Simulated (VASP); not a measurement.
# TiH5: single point with PBE

Crystal: TiH5.

```
Ti H
1.0
     3.07548    0.00000    0.00000
     0.00000    3.07548    0.00000
     0.00000    0.00000   13.58105
Ti H
2 10
Direct
  0.50000 0.00000 0.08632
  0.00000 0.50000 0.91368
  0.50000 0.50000 0.15894
  0.00000 0.00000 0.15894
  0.50000 0.50000 0.84106
  0.00000 0.00000 0.84106
  0.50000 0.50000 0.00000
  0.00000 0.00000 0.00000
  0.00000 0.50000 0.62593
  0.00000 0.50000 0.57073
  0.50000 0.00000 0.37407
  0.50000 0.00000 0.42927
```

```json
{
  "Program": "VASP 6.6.1",
  "Task": "single point",
  "Functional": "PBE",
  "Potentials or basis": "VASP PAW PBE potentials, release 64 (Ti_sv, H)",
  "Cutoff": "520 eV",
  "k mesh": "10 × 10 × 4",
  "Occupations": "gaussian, width 0.1 eV",
  "Spin": "no spin polarisation"
}
```

```
Pressure               : -0.1 GPa
Largest force          : 0.011 eV/Å
Band gap on the k mesh : zero (bands 17 and 18 overlap by 2.38 eV)
```

Forces on the atoms (eV/Å):
```
Ti   0.000  0.000  0.002
Ti   0.000  0.000 -0.002
H    0.000  0.000  0.005
H    0.000  0.000  0.005
H    0.000  0.000 -0.005
H    0.000  0.000 -0.005
H    0.000  0.000  0.000
H    0.000  0.000  0.000
H    0.000  0.000 -0.010
H    0.000  0.000  0.011
H    0.000  0.000  0.010
H    0.000  0.000 -0.011
```

Levels at points of the mesh, in eV from the Fermi level:
```csv
k point,band 13,band 14,band 15,band 16,band 17,band 18,band 19,band 20,band 21,band 22
"(0.00, 0.00, 0.00)",-4.46,-4.26,-2.39,-0.68,0.76,0.76,0.79,1.98,1.98,2.23
"(0.50, 0.00, 0.00)",-3.63,-3.63,-2.77,-2.77,0.65,0.65,0.99,0.99,2.00,2.00
"(0.50, 0.50, 0.00)",-2.68,-2.68,-2.51,-2.51,-1.62,-1.62,1.81,1.81,2.85,2.85
"(0.00, 0.00, 0.50)",-4.46,-4.22,-2.39,-0.69,0.76,0.76,0.80,1.98,1.98,2.23
"(0.50, 0.00, 0.50)",-3.63,-3.63,-2.77,-2.77,0.65,0.65,0.99,0.99,2.00,2.00
"(0.50, 0.50, 0.50)",-2.68,-2.68,-2.51,-2.51,-1.62,-1.62,1.81,1.81,2.85,2.85
```

Wall time 6.4 min on 1 thread of Intel Xeon 8259CL (shared host), peak memory 0.34 GiB.
